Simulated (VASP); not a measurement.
# Sr (P6_3/mmc) in VASP: single point with r2SCAN

Aim: the single point of Sr with r2SCAN.

Everything below comes from runs of VASP 6.6.1. Logs are shortened: lines on timing, memory, paths and dates and some standing lists are left out, and cuts for length are marked.

**1. The cell of the first run**

Symmetry: P6_3/mmc, No. 194, hexagonal system. Conventional cell: a = 3.681 Å, b = 3.681 Å, c = 5.736 Å, α = 90.00°, β = 90.00°, γ = 120.00°. Within 4.7 Å of Sr (site symmetry -6m2) lie 12 Sr at 3.57 to 3.68 Å.

This isn't the form of Sr at room conditions, which is fcc.

**2. Single point, r2SCAN**

Input file POSCAR:

```
Sr
1.0
    1.8406860000      3.1881580000      0.0000000000
   -1.8406860000      3.1881580000      0.0000000000
    0.0000000000      0.0000000000      5.7363790000
Sr
2
Direct
    0.3333300000      0.3333400000      0.2500000000
    0.6666600000      0.6666700000      0.7500000000
```

Input file INCAR.step1:

```
SYSTEM = Sr
PREC = Accurate ; ENCUT = 520
ISMEAR = -1 ; SIGMA = 0.1
LREAL = .False. ; LASPH = .True.
NELM = 60 ; NBANDS = 17
GGA = PE ; ALGO = Normal
EDIFF = 1E-4 ; LWAVE = .True.
LCHARG = .False.
```

Input file INCAR.step2:

```
SYSTEM = Sr
PREC = Accurate ; ENCUT = 520
EDIFF = 1E-7 ; ISMEAR = -1
SIGMA = 0.1 ; LREAL = .False.
LASPH = .True. ; NELM = 60
ALGO = Normal ; ISIF = 2
LWAVE = .False. ; LCHARG = .True.
METAGGA = R2SCAN ; LMIXTAU = .True.
LELF = .True. ; LVHAR = .True.
NBANDS = 17 ; ISTART = 1
```

Input file KPOINTS:

```
Automatic mesh
0
Gamma
  11 11 6
  0 0 0
```

Potentials or basis: VASP PAW PBE potentials, release 64 (Sr_sv).

Command:

```bash
$ cat potpaw_PBE.64/Sr_sv/POTCAR > POTCAR
$ cp INCAR.step1 INCAR
$ mpirun -np 1 vasp_std > vasp.out
$ cp INCAR.step2 INCAR
$ mpirun -np 1 vasp_std > vasp.out
```

OUTCAR:

```text
SYSTEM = Sr
   PREC = Accurate
   ENCUT = 520
   EDIFF = 1E-7
   ISMEAR = -1
   LREAL = .False.
   LASPH = .True.
   NELM = 60
   ISIF = 2
   METAGGA = R2SCAN
   ISTART = 1

 ion  position               nearest neighbor table
   1  0.333  0.333  0.250-   2 3.57   2 3.57   2 3.57   2 3.57   2 3.57   2 3.57   2 5.13   2 5.13
                             2 5.13   2 5.13   2 5.13   2 5.13
   2  0.667  0.667  0.750-   1 3.57   1 3.57   1 3.57   1 3.57   1 3.57   1 3.57   1 5.13   1 5.13
                             1 5.13   1 5.13   1 5.13   1 5.13

  LATTYP: Found a hexagonal cell.
 ALAT       =     3.6813688193
 C/A-ratio  =     1.5582190434

  Lattice vectors:

 A1 = (   1.8406860000,  -3.1881580000,   0.0000000000)
 A2 = (   1.8406860000,   3.1881580000,   0.0000000000)
 A3 = (   0.0000000000,   0.0000000000,   5.7363790000)

Analysis of symmetry for initial positions (statically):
=====================================================================
 Subroutine PRICEL returns:
 Original cell was already a primitive cell.

 Routine SETGRP: Setting up the symmetry group for a
 hexagonal supercell.

 Subroutine GETGRP returns: Found  8 space group operations
 (whereof  2 operations were pure point group operations)
 out of a pool of 24 trial point group operations.

The static configuration has the point symmetry C_2 .
 The point group associated with its full space group is D_2h.

Analysis of symmetry for dynamics (positions and initial velocities):
=====================================================================
 Subroutine PRICEL returns:
 Original cell was already a primitive cell.

 Routine SETGRP: Setting up the symmetry group for a
 hexagonal supercell.

 Subroutine GETGRP returns: Found  8 space group operations
 (whereof  2 operations were pure point group operations)
 out of a pool of 24 trial point group operations.

The dynamic configuration has the point symmetry C_2 .
 The point group associated with its full space group is D_2h.

 Subroutine INISYM returns: Found  8 space group operations
 (whereof  2 operations are pure point group operations),
 and found     1 'primitive' translations

----------------------------------------------------------------------------------------

                                     Primitive cell

  volume of cell :      67.3267

  direct lattice vectors                    reciprocal lattice vectors
     1.840686000  3.188158000  0.000000000     0.271637857  0.156830370  0.000000000
    -1.840686000  3.188158000  0.000000000    -0.271637857  0.156830370  0.000000000
     0.000000000  0.000000000  5.736379000     0.000000000  0.000000000  0.174325999

  length of vectors
     3.681368819  3.681368819  5.736379000     0.313660470  0.313660470  0.174325999

  position of ions in fractional coordinates (direct lattice)
     0.333330000  0.333340000  0.250000000
     0.666660000  0.666670000  0.750000000

  ion indices of the primitive-cell ions
   primitive index   ion index
                 1           1
                 2           2

----------------------------------------------------------------------------------------

 KPOINTS: Automatic mesh

Automatic generation of k-mesh.
 Grid dimensions read from file:
 generate k-points for:   11   11    6

 Generating k-lattice:

  Cartesian coordinates                     Fractional coordinates (reciprocal lattice)
     0.024694351  0.014257306  0.000000000     0.090909091  0.000000000  0.000000000
    -0.024694351  0.014257306  0.000000000     0.000000000  0.090909091  0.000000000
     0.000000000  0.000000000  0.029054333     0.000000000  0.000000000  0.166666667

  Length of vectors
     0.028514588  0.028514588  0.029054333

  Shift w.r.t. Gamma in fractional coordinates (k-lattice)
     0.000000000  0.000000000  0.000000000

 Subroutine IBZKPT returns following result:
 ===========================================

 Found    144 irreducible k-points:

 Following reciprocal coordinates:
            Coordinates               Weight
  0.000000  0.000000  0.000000      1.000000
  0.090909  0.000000  0.000000      4.000000
  0.090909  0.090909  0.000000      2.000000
  0.181818  0.000000  0.000000      4.000000
  0.181818  0.181818  0.000000      2.000000
  0.272727  0.000000  0.000000      4.000000
[... 16 lines left out ...]
 -0.454545  0.090909  0.000000      4.000000
  0.454545 -0.454545  0.000000      2.000000
 [... further k-points ...]
   k-points           NKPTS =    144   k-points in BZ     NKDIM =    144   number of bands    NBANDS=     17
   number of dos      NEDOS =    301   number of ions     NIONS =      2
   total plane-waves  NPLWV =  37632
   dimension x,y,z NGX =    28 NGY =   28 NGZ =   48
   dimension x,y,z NGXF=    56 NGYF=   56 NGZF=   96
   ions per type =               2
   NGX,Y,Z   is equivalent  to a cutoff of  12.64, 12.64, 13.91 a.u.
   NGXF,Y,Z  is equivalent  to a cutoff of  25.29, 25.29, 27.82 a.u.
 SYSTEM =  Sr
   PREC   = accura    normal or accurate (medium, high low for compatibility)
   ISTART =      1    job   : 0-new  1-cont  2-samecut
   ICHARG =      0    charge: 1-file 2-atom 10-const
   ISPIN  =      1    spin polarized calculation?
   LNONCOLLINEAR =      F non collinear calculations
   LSORBIT =      F    spin-orbit coupling
   LASPH  =      T    aspherical Exc in radial PAW
   ENCUT  =  520.0 eV  38.22 Ry    6.18 a.u.   6.84  6.84 10.67*2*pi/ulx,y,z
   NELM   =     60;   NELMIN=  2; NELMDL=  0     # of ELM steps
   EDIFF  = 0.1E-06   stopping-criterion for ELM
   LREAL  =      F    real-space projection
   EDIFFG = 0.1E-05   stopping-criterion for IOM
   NSW    =      0    number of steps for IOM
   IBRION =     -1    ionic relax: 0-MD 1-quasi-New 2-CG
   NFREE  =      0    steps in history (QN), initial steepest desc. (CG)
   ISIF   =      2    stress and relaxation
   ISYM   =      2    0-nonsym 1-usesym 2-fastsym
   POTIM  = 0.5000    time-step for ionic-motion
   TEBEG  =    0.0;   TEEND  =   0.0 temperature during run
   PSTRESS=    0.0 pullay stress
   NELECT =      20.0000    total number of electrons
   NUPDOWN=      -1.0000    fix difference up-down
   EMIN   =  10.00;   EMAX   =-10.00  energy-range for DOS
   EFERMI =   0.00;   METHOD = LEGACY
   ISMEAR =    -1;   SIGMA  =   0.10  broadening in eV -4-tet -1-fermi 0-gaus
   EFERMI_NEDOS =   21; number of points for ismear=-14 and -15
   IALGO  =     38    algorithm
   IMIX   =      4    mixing-type and parameters
     AMIX     =   0.40;   BMIX     =  1.00
     AMIX_MAG =   1.60;   BMIX_MAG =  1.00
  volume/ion in A,a.u.               =      33.66       227.17
  Fermi-wavevector in a.u.,A,eV,Ry     =   1.092335  2.064213 16.234403  1.193195
  Thomas-Fermi vector in A             =   2.228598
   LORBIT       =      0    0 simple, 1 ext, 2 COOP (PROOUT), +10 PAW based schemes
   METAGGA = R2SCAN    functional components
   LHFCALC =     F    Hartree Fock is set to
   AEXX    =    0.0000 exact exchange contribution
   IVDW    =     0    specifies the selected vdW correction
   LEPSILON=     F    determine dielectric tensor
   LRPA    =     F    only Hartree local field effects (RPA)
 non-spin polarized calculation
  energy-cutoff  :      520.00
  volume of cell :       67.33
 maximum number of plane-waves:      1834
   NGX = 13   NGY = 13   NGZ = 21

 number of electron      20.0000000 magnetization

 Free energy of the ion-electron system (eV)
  ---------------------------------------------------
  ext. energy  EPLUGINS =         0.00000000
  ---------------------------------------------------
  free energy    TOTEN  =       -28.84995378 eV

  energy without entropy =      -28.78150444  energy(sigma->0) =      -28.81572911

 E-fermi :   3.5791     XC(G=0):  -9.5524

 val. band max:        3.5507894751   @ k =   0.2727   0.4545   0.0000
 cond. band min:       3.5925584091   @ k =   0.3636   0.0000   0.0000
 fundamental gap:      0.0417689341
 Fermi energy:         3.5790846111

 k-point     1 :       0.0000    0.0000    0.0000
  band No.  band energies     occupation
      1     -33.5897      2.00000
      2     -33.4391      2.00000
      3     -15.6086      2.00000
      4     -14.7211      2.00000
      5     -14.7211      2.00000
      6     -14.5721      2.00000
[... 9 lines left out ...]
     16       7.4935      0.00000
     17       8.0110      0.00000

 k-point     2 :       0.0909    0.0000    0.0000
  band No.  band energies     occupation
      1     -33.5815      2.00000
      2     -33.4363      2.00000
      3     -15.5823      2.00000
      4     -14.7765      2.00000
      5     -14.7397      2.00000
      6     -14.6302      2.00000
[... 9 lines left out ...]
     16       7.6681      0.00000
     17       7.6779      0.00000

 k-point     3 :       0.0909    0.0909    0.0000
  band No.  band energies     occupation
      1     -33.5815      2.00000
      2     -33.4363      2.00000
      3     -15.5823      2.00000
      4     -14.7765      2.00000
      5     -14.7397      2.00000
      6     -14.6302      2.00000
[... 9 lines left out ...]
     16       7.6680      0.00000
     17       7.6779      0.00000

 k-point     4 :       0.1818    0.0000    0.0000
  band No.  band energies     occupation
      1     -33.5587      2.00000
      2     -33.4291      2.00000
      3     -15.5075      2.00000
      4     -14.9256      2.00000
      5     -14.7871      2.00000
      6     -14.7787      2.00000
[... 9 lines left out ...]
     16       7.3537      0.00000
     17       8.0518      0.00000
[... 343 lines left out ...]
      1     -33.4777      2.00000
      2     -33.4178      2.00000
      3     -15.3483      2.00000
      4     -15.1981      2.00000
      5     -15.1634      2.00000
      6     -14.9377      2.00000
[... 9 lines left out ...]
     16       9.7795      0.00000
     17      10.1810      0.00000

 k-point    23 :      -0.4545    0.0909    0.0000
  band No.  band energies     occupation
      1     -33.4649      2.00000
      2     -33.4198      2.00000
      3     -15.3998      2.00000
      4     -15.1992      2.00000
      5     -15.1373      2.00000
      6     -14.9592      2.00000
[... 9 lines left out ...]
     16      10.5836      0.00000
     17      10.8204      0.00000

 k-point    24 :       0.4545   -0.4545    0.0000
  band No.  band energies     occupation
      1     -33.4648      2.00000
      2     -33.4198      2.00000
      3     -15.3998      2.00000
      4     -15.1992      2.00000
      5     -15.1373      2.00000
      6     -14.9592      2.00000
[... 9 lines left out ...]
     16      10.5837      0.00000
     17      10.8203      0.00000

 [... further k-points ...]
[... 5 lines left out ...]
  --------------------------------------------------------------------------------------
  -------------------------------------------------------------------------------------
  Total        4.8807999      4.8809107      6.0438735      0.0000000      0.0000000      0.0000000
  in kB      116.1486603    116.1512965    143.8263873      0.0000000      0.0000000      0.0000000
  external PRESSURE =     125.3754480 kB  Pullay stress =       0.0000000 kB

 VOLUME and BASIS-vectors are now :
 -----------------------------------------------------------------------------
  energy-cutoff  :      520.00
  volume of cell :       67.33
      direct lattice vectors                 reciprocal lattice vectors
     1.840686000  3.188158000  0.000000000     0.271637857  0.156830370  0.000000000
    -1.840686000  3.188158000  0.000000000    -0.271637857  0.156830370  0.000000000
     0.000000000  0.000000000  5.736379000     0.000000000  0.000000000  0.174325999

 POSITION                                       TOTAL-FORCE (eV/Angst)
 -----------------------------------------------------------------------------------
     -0.00002      2.12545      1.43409         0.000000     -0.000005     -0.000000
     -0.00002      4.25087      4.30228         0.000000      0.000005      0.000000
 -----------------------------------------------------------------------------------
    total drift:                                0.000000      0.000000     -0.000000

  FREE ENERGIE OF THE ION-ELECTRON SYSTEM (eV)
  ---------------------------------------------------
  free  energy   TOTEN  =       -28.8499537778 eV

  energy  without entropy=      -28.7815044372  energy(sigma->0) =      -28.81572911
```

It took 7.5 min on 1 thread of Intel Xeon Platinum 8375C at 2.90GHz (Ice Lake), shared host; peak memory 0.28 GiB.

Results:

- Free energy: -28.8500 eV
- Pressure: 12.5 GPa
- Band gap on the k mesh: zero (bands 10 and 11 overlap by 0.49 eV)

Stress tensor (GPa, compression positive):
```
11.61  0.00  0.00
 0.00 11.62  0.00
 0.00  0.00 14.38
```

Levels at points of the mesh, in eV from the Fermi level:
| k point | band 6 | band 7 | band 8 | band 9 | band 10 | band 11 | band 12 | band 13 | band 14 | band 15 |
| --- | --- | --- | --- | --- | --- | --- | --- | --- | --- | --- |
| (0.00, 0.00, 0.00) | -18.15 | -18.15 | -18.12 | -4.21 | -1.27 | 1.76 | 3.01 | 3.01 | 3.59 | 3.91 |
| (0.00, 0.00, 0.50) | -18.23 | -18.23 | -18.23 | -2.61 | -2.61 | 2.00 | 2.00 | 2.96 | 2.96 | 2.96 |

Caveat: the cell stands under pressure; the PAW data sets were made with another functional, which shifts forces and pressure a little.
